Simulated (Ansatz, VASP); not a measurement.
**Rb2Nb in VASP and in Ansatz**

```xyz
3
Lattice="6.7869 0.0000 0.0000 -3.3934 5.8776 0.0000 0.0000 0.0000 2.9881" Properties=species:S:1:pos:R:3 pbc="T T T"
Rb    0.0000    3.9184    1.4941
Rb    3.3934    1.9592    1.4941
Nb    0.0000    0.0000    0.0000
```

Alike in both runs: functional PBE; k mesh 3 × 3 × 6; occupations gaussian, width 0.1 eV; no spin polarisation.

Ansatz relaxed the structure, and its values are those at the end. VASP's run is a single point on that final structure, the one shown.

|  | VASP | Ansatz |
| --- | --- | --- |
| version | VASP 6.6.1 | Ansatz 0.2.0 |
| potentials or method | VASP PAW PBE potentials, release 64 (Rb_sv, Nb_sv), cutoff 520 eV | scalar-relativistic, plane waves, PAW |
| valence electrons in the cell | 31 | 31 |

|  | VASP | Ansatz | Ansatz less VASP |
| --- | --- | --- | --- |
| gap on the k mesh at the Fermi level (eV) | none | none | - |
| pressure (GPa) | 0.1 | 0.1 | -0.02 |

A gap of «none» marks a metal or a gap that the smearing closes. With one functional, cell and mesh, what is left measures potentials, basis and numerics.
